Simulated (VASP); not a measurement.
# Cu (Fd-3m) in VASP: further runs

The runs below take Cu through single point, with PBE.

All numbers are computed with VASP 6.6.1; they aren't measurements. Logs are shortened: lines on timing, memory, paths and dates and some standing lists are left out, and cuts for length are marked.

### 1 The cell of the first run

It takes space group Fd-3m (No. 227, cubic). The conventional cell has a = 4.970 Å, b = 4.970 Å, c = 4.970 Å, α = 90.00°, β = 90.00°, γ = 90.00°. Within 2.8 Å of Cu (site symmetry -43m) lie 4 Cu at 2.15 Å.

### 2 Single point, PBE

INCAR

```
SYSTEM = Cu
PREC = Accurate
ENCUT = 520
EDIFF = 1E-7
ISMEAR = -4
SIGMA = 0.1
LREAL = .FALSE.
LASPH = .TRUE.
NELM = 60
ALGO = Normal
ISIF = 2
LWAVE = .FALSE.
LCHARG = .FALSE.
GGA = PE
NBANDS = 18
```

KPOINTS

```
Automatic mesh
0
G
  13 13 13
  0 0 0
```

POSCAR

```
Cu
1.0
    0.0000000000      2.4848677890      2.4848677890
    2.4848677890      0.0000000000      2.4848677890
    2.4848677890      2.4848677890      0.0000000000
Cu
2
Direct
   -0.1250000000     -0.1250000000     -0.1250000000
    0.1250000000      0.1250000000      0.1250000000
```

Potentials or basis: VASP PAW PBE potentials, release 64 (Cu).

The run is started by

```console
$ cat potpaw_PBE.64/Cu/POTCAR > POTCAR
$ mpirun -np 1 vasp_std > vasp.out
```

OUTCAR:

```text
SYSTEM = Cu
   PREC = Accurate
   ENCUT = 520
   EDIFF = 1E-7
   ISMEAR = -4
   LREAL = .FALSE.
   LASPH = .TRUE.
   NELM = 60
   ISIF = 2
   GGA = PE

 ion  position               nearest neighbor table
   1  0.875  0.875  0.875-   2 2.15   2 2.15   2 2.15   2 2.15
   2  0.125  0.125  0.125-   1 2.15   1 2.15   1 2.15   1 2.15

  LATTYP: Found a face centered cubic cell.
 ALAT       =     4.9697355780

  Lattice vectors:

 A1 = (   0.0000000000,   2.4848677890,   2.4848677890)
 A2 = (   2.4848677890,   0.0000000000,   2.4848677890)
 A3 = (   2.4848677890,   2.4848677890,   0.0000000000)

Analysis of symmetry for initial positions (statically):
=====================================================================
 Subroutine PRICEL returns:
 Original cell was already a primitive cell.

 Routine SETGRP: Setting up the symmetry group for a
 face centered cubic supercell.

 Subroutine GETGRP returns: Found 48 space group operations
 (whereof 12 operations were pure point group operations)
 out of a pool of 48 trial point group operations.

The static configuration has the point symmetry D_3d.
 The point group associated with its full space group is O_h .

Analysis of symmetry for dynamics (positions and initial velocities):
=====================================================================
 Subroutine PRICEL returns:
 Original cell was already a primitive cell.

 Routine SETGRP: Setting up the symmetry group for a
 face centered cubic supercell.

 Subroutine GETGRP returns: Found 48 space group operations
 (whereof 12 operations were pure point group operations)
 out of a pool of 48 trial point group operations.

The dynamic configuration has the point symmetry D_3d.
 The point group associated with its full space group is O_h .

 Subroutine INISYM returns: Found 48 space group operations
 (whereof 12 operations are pure point group operations),
 and found     1 'primitive' translations

----------------------------------------------------------------------------------------

                                     Primitive cell

  volume of cell :      30.6860

  direct lattice vectors                    reciprocal lattice vectors
     0.000000000  2.484867789  2.484867789    -0.201217949  0.201217949  0.201217949
[... 79 lines left out ...]
   PREC   = accura    normal or accurate (medium, high low for compatibility)
   ISTART =      0    job   : 0-new  1-cont  2-samecut
   ICHARG =      2    charge: 1-file 2-atom 10-const
   ISPIN  =      1    spin polarized calculation?
   LNONCOLLINEAR =      F non collinear calculations
   LSORBIT =      F    spin-orbit coupling
   LASPH  =      T    aspherical Exc in radial PAW
   ENCUT  =  520.0 eV  38.22 Ry    6.18 a.u.   6.53  6.53  6.53*2*pi/ulx,y,z
   NELM   =     60;   NELMIN=  2; NELMDL= -5     # of ELM steps
   EDIFF  = 0.1E-06   stopping-criterion for ELM
   LREAL  =      F    real-space projection
   EDIFFG = 0.1E-05   stopping-criterion for IOM
   NSW    =      0    number of steps for IOM
   IBRION =     -1    ionic relax: 0-MD 1-quasi-New 2-CG
   NFREE  =      0    steps in history (QN), initial steepest desc. (CG)
   ISIF   =      2    stress and relaxation
   ISYM   =      2    0-nonsym 1-usesym 2-fastsym
   POTIM  = 0.5000    time-step for ionic-motion
   TEBEG  =    0.0;   TEEND  =   0.0 temperature during run
   PSTRESS=    0.0 pullay stress
   NELECT =      22.0000    total number of electrons
   NUPDOWN=      -1.0000    fix difference up-down
   EMIN   =  10.00;   EMAX   =-10.00  energy-range for DOS
   EFERMI =   0.00;   METHOD = LEGACY
   ISMEAR =    -4;   SIGMA  =   0.10  broadening in eV -4-tet -1-fermi 0-gaus
   EFERMI_NEDOS =   21; number of points for ismear=-14 and -15
   IALGO  =     38    algorithm
   IMIX   =      4    mixing-type and parameters
     AMIX     =   0.40;   BMIX     =  1.00
     AMIX_MAG =   1.60;   BMIX_MAG =  1.00
  volume/ion in A,a.u.               =      15.34       103.54
  Fermi-wavevector in a.u.,A,eV,Ry     =   1.465219  2.768862 29.209881  2.146866
  Thomas-Fermi vector in A             =   2.581102
   LORBIT       =      0    0 simple, 1 ext, 2 COOP (PROOUT), +10 PAW based schemes
   GGA     = PE    functional components
   LHFCALC =     F    Hartree Fock is set to
   AEXX    =    0.0000 exact exchange contribution
   IVDW    =     0    specifies the selected vdW correction
   LEPSILON=     F    determine dielectric tensor
   LRPA    =     F    only Hartree local field effects (RPA)
 non-spin polarized calculation
 Fermi weights with tetrahedron method witout Bloechl corrections
  energy-cutoff  :      520.00
  volume of cell :       30.69
 maximum number of plane-waves:       869
 NGX is ok and might be reduce to    28
   NGX = 13   NGY = 13   NGZ = 13

 number of electron      22.0000024 magnetization

 Free energy of the ion-electron system (eV)
  ---------------------------------------------------
  ext. energy  EPLUGINS =         0.00000000
  ---------------------------------------------------
  free energy    TOTEN  =        -4.94625218 eV

  energy without entropy =       -4.94625218  energy(sigma->0) =       -4.94625218

 E-fermi :   4.8057     XC(G=0): -10.9928

 val. band max:        4.7716812768   @ k =  -0.3846   0.3846   0.0769
 cond. band min:       4.6907394841   @ k =  -0.3846   0.3077   0.0769
 fundamental gap:     -0.0809417927
 Fermi energy:         4.8056541508

 k-point     1 :       0.0000    0.0000    0.0000
  band No.  band energies     occupation
      1      -2.7808      2.00000
      2       0.9637      2.00000
      3       0.9637      2.00000
      4       0.9894      2.00000
      5       0.9894      2.00000
      6       0.9894      2.00000
[... 481 lines left out ...]
      5       1.2853      2.00000
      6       1.4073      2.00000
[... 10 lines left out ...]
     17      19.7416      0.00000
     18      21.1383      0.00000

 [... further k-points ...]
[... 5 lines left out ...]
  --------------------------------------------------------------------------------------
  -------------------------------------------------------------------------------------
  Total        4.1198475      4.1198475      4.1198475      0.0000000     -0.0000000      0.0000000
  in kB      215.1056767    215.1056767    215.1056767      0.0000000     -0.0000000      0.0000000
  external PRESSURE =     215.1056767 kB  Pullay stress =       0.0000000 kB

 VOLUME and BASIS-vectors are now :
 -----------------------------------------------------------------------------
  energy-cutoff  :      520.00
  volume of cell :       30.69
      direct lattice vectors                 reciprocal lattice vectors
     0.000000000  2.484867789  2.484867789    -0.201217949  0.201217949  0.201217949
     2.484867789  0.000000000  2.484867789     0.201217949 -0.201217949  0.201217949
     2.484867789  2.484867789  0.000000000     0.201217949  0.201217949 -0.201217949

 POSITION                                       TOTAL-FORCE (eV/Angst)
 -----------------------------------------------------------------------------------
      4.34852      4.34852      4.34852        -0.000000     -0.000000     -0.000000
      0.62122      0.62122      0.62122         0.000000      0.000000      0.000000
 -----------------------------------------------------------------------------------
    total drift:                                0.000000      0.000000     -0.000000

  FREE ENERGIE OF THE ION-ELECTRON SYSTEM (eV)
  ---------------------------------------------------
  free  energy   TOTEN  =        -4.9462521812 eV

  energy  without entropy=       -4.9462521812  energy(sigma->0) =       -4.94625218
```

OSZICAR:

```text
N       E                     dE             d eps       ncg     rms          rms(c)
DAV:   1     0.132837256968E+03    0.13284E+03   -0.10323E+04  3096   0.200E+03
DAV:   2     0.183541468761E+00   -0.13265E+03   -0.12563E+03  3026   0.283E+02
DAV:   3    -0.615994466317E+01   -0.63435E+01   -0.62170E+01  3382   0.875E+01
DAV:   4    -0.624291330601E+01   -0.82969E-01   -0.82914E-01  3564   0.106E+01
DAV:   5    -0.624437004523E+01   -0.14567E-02   -0.14567E-02  3738   0.121E+00    0.992E+00
DAV:   6    -0.570923237592E+01    0.53514E+00   -0.12063E+01  3686   0.868E+01    0.548E+00
DAV:   7    -0.496194552124E+01    0.74729E+00   -0.27669E+00  3628   0.398E+01    0.753E-01
DAV:   8    -0.495272641907E+01    0.92191E-02   -0.47447E-02  4476   0.324E+00    0.698E-01
DAV:   9    -0.494653479931E+01    0.61916E-02   -0.26246E-02  3880   0.376E+00    0.145E-01
DAV:  10    -0.494626043297E+01    0.27437E-03   -0.10557E-03  4362   0.682E-01    0.213E-02
DAV:  11    -0.494625164066E+01    0.87923E-05   -0.30527E-05  4678   0.854E-02    0.242E-03
DAV:  12    -0.494625161106E+01    0.29601E-07   -0.10359E-06  4558   0.179E-02    0.373E-03
DAV:  13    -0.494625221875E+01   -0.60769E-06   -0.67852E-07  3590   0.180E-02    0.312E-04
DAV:  14    -0.494625218120E+01    0.37551E-07   -0.14377E-08  1794   0.174E-03
   1 F= -.49462522E+01 E0= -.49462522E+01  d E =0.000000E+00
```

stdout:

```text
POSCAR found type information on POSCAR Cu
 POSCAR found :  1 types and       2 ions
 scaLAPACK will be used
 LDA part: xc-table for (Slater+PW92), standard interpolation
 POSCAR, INCAR and KPOINTS ok, starting setup
 FFT: planning ... GRIDC
 FFT: planning ... GRID_SOFT
 FFT: planning ... GRID
 WAVECAR not read
 entering main loop
 -----------------------------------------------------------------------------
|                                                                             |
|           W    W    AA    RRRRR   N    N  II  N    N   GGGG   !!!           |
|           W    W   A  A   R    R  NN   N  II  NN   N  G    G  !!!           |
|           W    W  A    A  R    R  N N  N  II  N N  N  G       !!!           |
|           W WW W  AAAAAA  RRRRR   N  N N  II  N  N N  G  GGG   !            |
|           WW  WW  A    A  R   R   N   NN  II  N   NN  G    G                |
|           W    W  A    A  R    R  N    N  II  N    N   GGGG   !!!           |
|                                                                             |
|     Tetrahedron method does not include variations of the Fermi             |
|     occupations, so forces and stress will be inaccurate. We suggest        |
|     using a different smearing scheme ISMEAR = 1 or 2 for metals in         |
|     relaxations.                                                            |
|                                                                             |
 -----------------------------------------------------------------------------
```

Run time: 48 s. Hardware: 1 thread of AMD EPYC 7R43 (Zen 3), shared host; peak memory 0.14 GiB.

Results:

| Property | Result |
| --- | --- |
| Free energy | -4.9463 eV |
| Pressure | 21.5 GPa |
| Band gap on the k mesh | zero (band 11 reaches 5.35 eV, above the bottom of band 12 at 4.49 eV) |

### 3 Single point, PBE (volume scaled by 0.9)

INCAR

```
SYSTEM = Cu
PREC = Accurate ; ENCUT = 520
EDIFF = 1E-7 ; ISMEAR = -1
SIGMA = 0.08 ; LREAL = .FALSE.
LASPH = .TRUE. ; NELM = 100
ALGO = Normal ; ISIF = 2
LWAVE = .FALSE. ; LCHARG = .FALSE.
GGA = PE ; NBANDS = 18
```

KPOINTS is that of step 2.

POSCAR

```
Cu
1.0
    0.0000000000      2.5843666452      2.5843666452
    2.5843666452      0.0000000000      2.5843666452
    2.5843666452      2.5843666452      0.0000000000
Cu
2
Direct
   -0.1250000000     -0.1250000000     -0.1250000000
    0.1250000000      0.1250000000      0.1250000000
```

Potentials or basis: VASP PAW PBE potentials, release 64 (Cu).

The run is started by

```console
$ cat potpaw_PBE.64/Cu/POTCAR > POTCAR
$ mpirun -np 1 vasp_std > vasp.out
```

Run time: 49 s. Hardware: 1 thread of AMD EPYC 7R43 (Zen 3), shared host; peak memory 0.14 GiB.

The run converged. Its results:

```
Free energy            : -5.3209 eV
Pressure               : 7.8 GPa
Band gap on the k mesh : zero (band 11 reaches 4.13 eV, above the bottom of band 12 at 3.33 eV)
```

Levels at points of the mesh, in eV from the Fermi level:
| k point | band 8 | band 9 | band 10 | band 11 | band 12 | band 13 | band 14 | band 15 |
| --- | --- | --- | --- | --- | --- | --- | --- | --- |
| (0.00, 0.00, 0.00) | -2.05 | -2.05 | -1.29 | -1.29 | 10.50 | 10.50 | 10.50 | 11.30 |
